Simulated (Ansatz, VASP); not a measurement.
## Cs: VASP beside Ansatz

INCAR

```
ALGO = Fast
EDIFF = 1E-6
ENCUT = 520
GGA = PE
ISIF = 2
ISMEAR = 0
LASPH = T
LCHARG = F
LREAL = F
LWAVE = F
NBANDS = 10
NELM = 80
PREC = Accurate
SIGMA = 0.15
```

The input KPOINTS:

```
k-points
0
Gamma
  12 12 12
```

Contents of POSCAR:

```
Cs
1.0
   -3.3928123341      3.3928123341      2.3987183202
    3.3928123341     -3.3928123341      2.3987183202
    3.3928123341      3.3928123341     -2.3987183202
Cs
1
Direct
    0.0000000000      0.0000000000      0.0000000000
```

Input for Ansatz:

```yaml
crystal:
  lattice:
    - [-3.3928123341, 3.3928123341, 2.3987183202]
    - [3.3928123341, -3.3928123341, 2.3987183202]
    - [3.3928123341, 3.3928123341, -2.3987183202]
  atoms:
    - { symbol: Cs, position: [0.0, 0.0, 0.0] }
basis:
  ecutwfc: 420
kpoints:
  mp_grid: { grid: [12, 12, 12] }
hamiltonian:
  xc: pbe
scf:
  occupations: { method: gaussian, width: 0.15 }
output:
  forces: true
  stress: true
  eigenvalues: true
```

Alike in both runs: task single point; functional PBE; k mesh 12 × 12 × 12; occupations gaussian, width 0.15 eV; no spin polarisation.

|  | VASP | Ansatz |
| --- | --- | --- |
| version | VASP 6.6.1 | Ansatz 0.2.0 |
| potentials or method | VASP PAW PBE potentials, release 64 (Cs_sv), cutoff 520 eV | scalar-relativistic, plane waves, PAW |
| valence electrons in the cell | 9 | 9 |

```tsv
	VASP	Ansatz	Ansatz less VASP
gap on the k mesh at the Fermi level (eV)	none	none	-
pressure (GPa)	0.2	0.2	+0.02
traceless stress, the component that is largest in VASP (GPa)	0.48	0.47	-0.002
```

A gap of «none» marks a metal or a gap that the smearing closes. With one functional, cell and mesh, what is left measures potentials, basis and numerics.

Spin-orbit coupling is off throughout.
